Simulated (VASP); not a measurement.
# PbSe (I4/mmm) in VASP: further runs

The runs below take PbSe through single point, with PBE+D3(BJ).

Everything below comes from runs of VASP 6.6.1. Logs are shortened: lines on timing, memory, paths and dates and some standing lists are left out, and cuts for length are marked.

### 1 The cell of the first run

Symmetry: I4/mmm, No. 139, tetragonal system. Conventional cell: a = 4.119 Å, b = 4.119 Å, c = 6.312 Å, α = 90.00°, β = 90.00°, γ = 90.00°. Within 3.8 Å of Pb (site symmetry 4/mmm) lie 6 Se at 2.91 to 3.16 Å. Within 3.8 Å of Se (site symmetry 4/mmm) lie 6 Pb at 2.91 to 3.16 Å.

### 2 Single point, PBE+D3(BJ) (26.78 Å³/atom)

The input, INCAR:

```
SYSTEM = PbSe
PREC = Accurate
ENCUT = 520
EDIFF = 1E-7
ISMEAR = 0
SIGMA = 0.03
LREAL = .False.
LASPH = .True.
NELM = 100
ALGO = Normal
ISIF = 2
LWAVE = .False.
LCHARG = .False.
GGA = PE
IVDW = 12
NBANDS = 17
```

The input, KPOINTS:

```
Automatic mesh
0
Gamma
  10 10 10
  0 0 0
```

The input, POSCAR:

```
PbSe
1.0
    0.0000000000      2.9127297254      3.1559426574
    2.9127297254      0.0000000000      3.1559426574
    2.9127297254      2.9127297254      0.0000000000
Pb Se
1 1
Direct
    0.0000000000      0.0000000000      0.0000000000
    0.5000000000      0.5000000000      0.5000000000
```

Potentials or basis: VASP PAW PBE potentials, release 64 (Pb_d, Se).

Started as:

```
cat potpaw_PBE.64/Pb_d/POTCAR potpaw_PBE.64/Se/POTCAR > POTCAR
mpirun -np 1 vasp_std > vasp.out
```

OUTCAR:

```text
SYSTEM = PbSe
   PREC = Accurate
   ENCUT = 520
   EDIFF = 1E-7
   ISMEAR = 0
   LREAL = .False.
   LASPH = .True.
   NELM = 100
   ISIF = 2
   GGA = PE
   IVDW = 12
 IVDW          = 12

 ion  position               nearest neighbor table
   1  0.000  0.000  0.000-   2 2.91   2 2.91   2 2.91   2 2.91   2 3.16   2 3.16
   2  0.500  0.500  0.500-   1 2.91   1 2.91   1 2.91   1 2.91   1 3.16   1 3.16

  LATTYP: Found a body centered tetragonal cell.
 ALAT       =     4.1192218812
 C/A-ratio  =     1.5323003948

  Lattice vectors:

 A1 = (  -2.9127297254,   0.0000000000,   3.1559426574)
 A2 = (   2.9127297254,   0.0000000000,   3.1559426574)
 A3 = (   0.0000000000,   2.9127297254,  -3.1559426574)

Analysis of symmetry for initial positions (statically):
=====================================================================
 Subroutine PRICEL returns:
 Original cell was already a primitive cell.

 Routine SETGRP: Setting up the symmetry group for a
 body centered tetragonal supercell.

 Subroutine GETGRP returns: Found 16 space group operations
 (whereof 16 operations were pure point group operations)
 out of a pool of 16 trial point group operations.

The static configuration has the point symmetry D_4h.

Analysis of symmetry for dynamics (positions and initial velocities):
=====================================================================
 Subroutine PRICEL returns:
 Original cell was already a primitive cell.

 Routine SETGRP: Setting up the symmetry group for a
 body centered tetragonal supercell.

 Subroutine GETGRP returns: Found 16 space group operations
 (whereof 16 operations were pure point group operations)
 out of a pool of 16 trial point group operations.

The dynamic configuration has the point symmetry D_4h.

 Subroutine INISYM returns: Found 16 space group operations
 (whereof 16 operations are pure point group operations),
 and found     1 'primitive' translations

----------------------------------------------------------------------------------------

                                     Primitive cell

  volume of cell :      53.5500

  direct lattice vectors                    reciprocal lattice vectors
     0.000000000  2.912729725  3.155942657    -0.171660280  0.171660280  0.158431269
     2.912729725  0.000000000  3.155942657     0.171660280 -0.171660280  0.158431269
     2.912729725  2.912729725  0.000000000     0.171660280  0.171660280 -0.158431269

  length of vectors
     4.294644166  4.294644166  4.119221881     0.289887858  0.289887858  0.289887858

  position of ions in fractional coordinates (direct lattice)
     0.000000000  0.000000000  0.000000000
     0.500000000  0.500000000  0.500000000

  ion indices of the primitive-cell ions
   primitive index   ion index
                 1           1
                 2           2

----------------------------------------------------------------------------------------

 KPOINTS: Automatic mesh

Automatic generation of k-mesh.
 Grid dimensions read from file:
 generate k-points for:   10   10   10

 Generating k-lattice:

  Cartesian coordinates                     Fractional coordinates (reciprocal lattice)
    -0.017166028  0.017166028  0.015843127     0.100000000 -0.000000000  0.000000000
     0.017166028 -0.017166028  0.015843127    -0.000000000  0.100000000  0.000000000
     0.017166028  0.017166028 -0.015843127     0.000000000  0.000000000  0.100000000

  Length of vectors
     0.028988786  0.028988786  0.028988786

  Shift w.r.t. Gamma in fractional coordinates (k-lattice)
     0.000000000  0.000000000  0.000000000

 Subroutine IBZKPT returns following result:
 ===========================================

 Found    102 irreducible k-points:

 Following reciprocal coordinates:
            Coordinates               Weight
  0.000000  0.000000  0.000000      1.000000
  0.100000  0.000000  0.000000      8.000000
  0.200000  0.000000  0.000000      8.000000
  0.300000 -0.000000  0.000000      8.000000
  0.400000 -0.000000  0.000000      8.000000
  0.500000 -0.000000  0.000000      4.000000
[... 16 lines left out ...]
  0.300000  0.300000  0.000000      2.000000
  0.400000  0.300000  0.000000      8.000000
 [... further k-points ...]
   k-points           NKPTS =    102   k-points in BZ     NKDIM =    102   number of bands    NBANDS=     17
   number of dos      NEDOS =    301   number of ions     NIONS =      2
   total plane-waves  NPLWV =  32768
   dimension x,y,z NGX =    32 NGY =   32 NGZ =   32
   dimension x,y,z NGXF=    64 NGYF=   64 NGZF=   64
   ions per type =               1   1
   NGX,Y,Z   is equivalent  to a cutoff of  12.39, 12.39, 12.91 a.u.
   NGXF,Y,Z  is equivalent  to a cutoff of  24.77, 24.77, 25.83 a.u.
 SYSTEM =  PbSe
   PREC   = accura    normal or accurate (medium, high low for compatibility)
   ISTART =      0    job   : 0-new  1-cont  2-samecut
   ICHARG =      2    charge: 1-file 2-atom 10-const
   ISPIN  =      1    spin polarized calculation?
   LNONCOLLINEAR =      F non collinear calculations
   LSORBIT =      F    spin-orbit coupling
   LASPH  =      T    aspherical Exc in radial PAW
   ENCUT  =  520.0 eV  38.22 Ry    6.18 a.u.   7.99  7.99  7.66*2*pi/ulx,y,z
   NELM   =    100;   NELMIN=  2; NELMDL= -5     # of ELM steps
   EDIFF  = 0.1E-06   stopping-criterion for ELM
   LREAL  =      F    real-space projection
   EDIFFG = 0.1E-05   stopping-criterion for IOM
   NSW    =      0    number of steps for IOM
   IBRION =     -1    ionic relax: 0-MD 1-quasi-New 2-CG
   NFREE  =      0    steps in history (QN), initial steepest desc. (CG)
   ISIF   =      2    stress and relaxation
   ISYM   =      2    0-nonsym 1-usesym 2-fastsym
   POTIM  = 0.5000    time-step for ionic-motion
   TEBEG  =    0.0;   TEEND  =   0.0 temperature during run
   PSTRESS=    0.0 pullay stress
   NELECT =      20.0000    total number of electrons
   NUPDOWN=      -1.0000    fix difference up-down
   EMIN   =  10.00;   EMAX   =-10.00  energy-range for DOS
   EFERMI =   0.00;   METHOD = LEGACY
   ISMEAR =     0;   SIGMA  =   0.03  broadening in eV -4-tet -1-fermi 0-gaus
   EFERMI_NEDOS =   21; number of points for ismear=-14 and -15
   IALGO  =     38    algorithm
   IMIX   =      4    mixing-type and parameters
     AMIX     =   0.40;   BMIX     =  1.00
     AMIX_MAG =   1.60;   BMIX_MAG =  1.00
  volume/ion in A,a.u.               =      26.78       180.69
  Fermi-wavevector in a.u.,A,eV,Ry     =   1.178958  2.227908 18.911309  1.389942
  Thomas-Fermi vector in A             =   2.315278
   LORBIT       =      0    0 simple, 1 ext, 2 COOP (PROOUT), +10 PAW based schemes
   GGA     = PE    functional components
   LHFCALC =     F    Hartree Fock is set to
   AEXX    =    0.0000 exact exchange contribution
   IVDW    =    12    specifies the selected vdW correction
   LEPSILON=     F    determine dielectric tensor
   LRPA    =     F    only Hartree local field effects (RPA)
 non-spin polarized calculation
 Gauss-broadening in eV      SIGMA  =   0.03
  energy-cutoff  :      520.00
  volume of cell :       53.55
 maximum number of plane-waves:      1460
   NGX = 15   NGY = 15   NGZ = 15

 number of electron      20.0000003 magnetization

 Free energy of the ion-electron system (eV)
  ---------------------------------------------------
  ext. energy  EPLUGINS =         0.00000000
  ---------------------------------------------------
  free energy    TOTEN  =        -7.95546362 eV

  energy without entropy =       -7.95546332  energy(sigma->0) =       -7.95546347

 E-fermi :   6.0857     XC(G=0):  -9.8414

 val. band max:        6.0113822804   @ k =   0.5000  -0.0000   0.0000
 cond. band min:       6.1599816713   @ k =   0.5000  -0.0000   0.0000
 fundamental gap:      0.1485993909
 Fermi energy:         6.0856820087

 k-point     1 :       0.0000    0.0000    0.0000
  band No.  band energies     occupation
      1     -11.0571      2.00000
      2     -11.0216      2.00000
      3     -11.0216      2.00000
      4     -11.0110      2.00000
      5     -10.9994      2.00000
      6      -8.2797      2.00000
[... 9 lines left out ...]
     16      12.5090      0.00000
     17      13.3274      0.00000

 k-point     2 :       0.1000    0.0000    0.0000
  band No.  band energies     occupation
      1     -11.0567      2.00000
      2     -11.0214      2.00000
      3     -11.0194      2.00000
      4     -11.0074      2.00000
      5     -11.0028      2.00000
      6      -8.1948      2.00000
[... 9 lines left out ...]
     16      12.7315      0.00000
     17      13.9925      0.00000

 k-point     3 :       0.2000    0.0000    0.0000
  band No.  band energies     occupation
      1     -11.0575      2.00000
      2     -11.0210      2.00000
      3     -11.0202      2.00000
      4     -11.0050      2.00000
      5     -10.9958      2.00000
      6      -7.9510      2.00000
[... 9 lines left out ...]
     16      13.2636      0.00000
     17      15.4264      0.00000

 k-point     4 :       0.3000   -0.0000    0.0000
  band No.  band energies     occupation
      1     -11.0611      2.00000
      2     -11.0318      2.00000
      3     -11.0210      2.00000
      4     -10.9971      2.00000
      5     -10.9793      2.00000
      6      -7.5904      2.00000
[... 9 lines left out ...]
     16      14.1387      0.00000
     17      17.0823      0.00000
[... 343 lines left out ...]
      1     -11.0573      2.00000
      2     -11.0354      2.00000
      3     -11.0242      2.00000
      4     -11.0032      2.00000
      5     -10.9673      2.00000
      6      -7.4212      2.00000
[... 9 lines left out ...]
     16      14.3965      0.00000
     17      16.0768      0.00000

 k-point    23 :       0.3000    0.3000    0.0000
  band No.  band energies     occupation
      1     -11.1486      2.00000
      2     -11.0233      2.00000
      3     -10.9904      2.00000
      4     -10.9904      2.00000
      5     -10.9884      2.00000
      6      -7.4610      2.00000
[... 9 lines left out ...]
     16      16.2362      0.00000
     17      16.5539      0.00000

 k-point    24 :       0.4000    0.3000    0.0000
  band No.  band energies     occupation
      1     -11.1631      2.00000
      2     -11.0217      2.00000
      3     -10.9939      2.00000
      4     -10.9861      2.00000
      5     -10.9809      2.00000
      6      -7.2064      2.00000
[... 9 lines left out ...]
     16      16.8097      0.00000
     17      17.5912      0.00000

 [... further k-points ...]

------------------------ aborting loop because EDIFF is reached ----------------------------------------

 Edisp (eV)   -0.78983

 E8    (eV) :    -0.3681

  FORCE on cell =-STRESS in cart. coord.  units (eV):
  Direction    XX          YY          ZZ          XY          YZ          ZX
  --------------------------------------------------------------------------------------
  -------------------------------------------------------------------------------------
  Total       3.20832     3.20832    -0.84750     0.00000    -0.00000    -0.00000
  in kB      95.99052    95.99052   -25.35654     0.00000    -0.00000    -0.00000
  external pressure =       55.54 kB  Pullay stress =        0.00 kB

 VOLUME and BASIS-vectors are now :
 -----------------------------------------------------------------------------
  energy-cutoff  :      520.00
  volume of cell :       53.55
      direct lattice vectors                 reciprocal lattice vectors
     0.000000000  2.912729725  3.155942657    -0.171660280  0.171660280  0.158431269
     2.912729725  0.000000000  3.155942657     0.171660280 -0.171660280  0.158431269
     2.912729725  2.912729725  0.000000000     0.171660280  0.171660280 -0.158431269

 POSITION                                       TOTAL-FORCE (eV/Angst)
 -----------------------------------------------------------------------------------
      0.00000      0.00000      0.00000         0.000000      0.000000      0.000000
      2.91273      2.91273      3.15594         0.000000      0.000000     -0.000000
 -----------------------------------------------------------------------------------
    total drift:                                0.000000     -0.000000     -0.000000

  FREE ENERGIE OF THE ION-ELECTRON SYSTEM (eV)
  ---------------------------------------------------
  free  energy   TOTEN  =        -8.7452893866 eV

  energy  without entropy=       -8.7452890930  energy(sigma->0) =       -8.74528924
```

Run time: 28 s. Hardware: 1 thread of Intel Xeon 6975P-C (Granite Rapids), shared host; peak memory 0.25 GiB.

Results:

| Property | Result |
| --- | --- |
| Free energy | -8.7453 eV |
| Pressure | 5.6 GPa |
| Band gap on the k mesh | 0.15 eV |
| Dispersion energy per atom | -0.395 eV |

Levels at points of the mesh, in eV from the valence-band top:
```tsv
k point	band 8	band 9	band 10	band 11	band 12	band 13
(0.00, 0.00, 0.00)	-2.51	-2.51	-1.85	3.65	5.48	5.48
(0.50, 0.00, 0.00)	-1.96	-1.68	0.00	0.15	1.34	1.72
(0.50, 0.50, 0.00)	-5.56	-3.64	-3.64	3.56	5.64	6.14
(0.50, 0.00, 0.50)	-5.72	-4.25	-3.38	3.25	4.75	6.61
```

Caveat: the stress differs along the axes, from -3 to 10 GPa; spin-orbit coupling is left out, which moves the levels of the heavy elements. A k mesh can miss the band edges.

### 3 Single point, PBE+D3(BJ) (26.78 Å³/atom)

The input, INCAR:

```
SYSTEM = PbSe
ALGO = Normal ; EDIFF = 1E-6
ENCUT = 520 ; GGA = PE
ISIF = 2 ; ISMEAR = 0
IVDW = 12 ; LASPH = .True.
LCHARG = .True. ; LELF = .True.
LREAL = .False. ; LVHAR = .True.
LWAVE = .False. ; NBANDS = 17
NELM = 60 ; PREC = Accurate
SIGMA = 0.03
```

The input, KPOINTS:

```
k-points
0
Gamma
  10 10 10
  0 0 0
```

The input, POSCAR:

```
PbSe
1.0
    0.0000000000      3.0400369316      2.8971551958
    3.0400369316      0.0000000000      2.8971551958
    3.0400369316      3.0400369316      0.0000000000
Pb Se
1 1
Direct
    0.0000000000      0.0000000000      0.0000000000
    0.5000000000      0.5000000000      0.5000000000
```

Potentials or basis: VASP PAW PBE potentials, release 64 (Pb_d, Se).

Started as:

```
cat potpaw_PBE.64/Pb_d/POTCAR potpaw_PBE.64/Se/POTCAR > POTCAR
mpirun -np 1 vasp_std > vasp.out
```

It took 28 s on 1 thread of Intel Xeon 6975P-C (Granite Rapids), shared host; peak memory 0.25 GiB.

The run converged. Its results:

```
Free energy                : -8.8116 eV
Pressure                   : 4.9 GPa
Band gap on the k mesh     : 0.04 eV
Dispersion energy per atom : -0.395 eV
```

Stress tensor (GPa, compression positive):
```
 1.90  0.00  0.00
 0.00  1.90  0.00
 0.00  0.00 10.87
```

Levels at points of the mesh, in eV from the valence-band top:
```
           k point  band 7  band 8  band 9  band 10  band 11  band 12  band 13  band 14
(0.00, 0.00, 0.00)   -6.26   -2.61   -2.15    -2.15     4.38     4.38     5.62     6.18
(0.50, 0.00, 0.00)   -9.33   -1.90   -1.79     0.00     0.04     1.29     1.63     8.52
(0.50, 0.50, 0.00)   -7.76   -5.74   -3.86    -3.86     3.16     5.63     5.63     6.64
(0.50, 0.00, 0.50)   -7.50   -5.65   -4.01    -3.47     3.37     5.27     6.06     6.50
```

Caveat: the stress differs along the axes, from 2 to 11 GPa; spin-orbit coupling is left out, which moves the levels of the heavy elements.

[end of part 1 of 2]
